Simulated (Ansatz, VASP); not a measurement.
**Ti3Al in VASP and in Ansatz**

The input INCAR:

```
SYSTEM = Ti3Al
PREC = Accurate ; ENCUT = 520
EDIFF = 1E-6 ; ISMEAR = -1
SIGMA = 0.05 ; LREAL = .False.
LASPH = .True. ; NELM = 60
ALGO = Normal ; ISIF = 2
LWAVE = .False. ; LCHARG = .True.
GGA = PS ; LELF = .True.
LVHAR = .True. ; NBANDS = 28
```

File KPOINTS:

```
Automatic mesh
0
Gamma
  7 7 7
  0 0 0
```

POSCAR

```
Ti3Al
1.0
    0.0000000000      3.2743093112      3.2743093112
    3.2743093112      0.0000000000      3.2743093112
    3.2743093112      3.2743093112      0.0000000000
Ti Al
3 1
Direct
    0.0000000000      0.0000000000      0.0000000000
    0.2500000000      0.2500000000      0.2500000000
    0.7500000000      0.7500000000      0.7500000000
    0.5000000000      0.5000000000      0.5000000000
```

input.yaml

```yaml
crystal:
  lattice:
    - [0.0, 3.2743093112, 3.2743093112]
    - [3.2743093112, 0.0, 3.2743093112]
    - [3.2743093112, 3.2743093112, 0.0]
  atoms:
    - { symbol: Ti, position: [0.0, 0.0, 0.0] }
    - { symbol: Ti, position: [0.25, 0.25, 0.25] }
    - { symbol: Ti, position: [0.75, 0.75, 0.75] }
    - { symbol: Al, position: [0.5, 0.5, 0.5] }
kpoints:
  mp_grid: { grid: [7, 7, 7] }
scf:
  occupations: { method: fermi_dirac, width: 0.05 }
hamiltonian:
  xc: pbesol
  pseudopotentials: { kind: all_electron, lapw: { basis_error: 0.001 } }
output:
  forces: true
  stress: true
  eigenvalues: true
```

Change from the starting cell: volume scaled by 1.04.

Alike in both runs: task single point; functional PBEsol; k mesh 7 × 7 × 7; occupations fermi-dirac, width 0.05 eV; no spin polarisation.

|  | VASP | Ansatz |
| --- | --- | --- |
| version | VASP 6.6.1 | Ansatz 0.2.0 |
| potentials or method | VASP PAW PBE potentials, release 64 (Ti_sv, Al), cutoff 520 eV | all-electron LAPW, scalar-relativistic |

|  | VASP | Ansatz | Ansatz less VASP |
| --- | --- | --- | --- |
| gap on the k mesh at the Fermi level (eV) | none | none | - |
| pressure (GPa) | -8.5 | -8.5 | +0.04 |

VASP's potentials were made for PBE, not for PBEsol. A gap of «none» marks a metal or a gap that the smearing closes. Ansatz ran all-electron here, and VASP with PAW potentials.
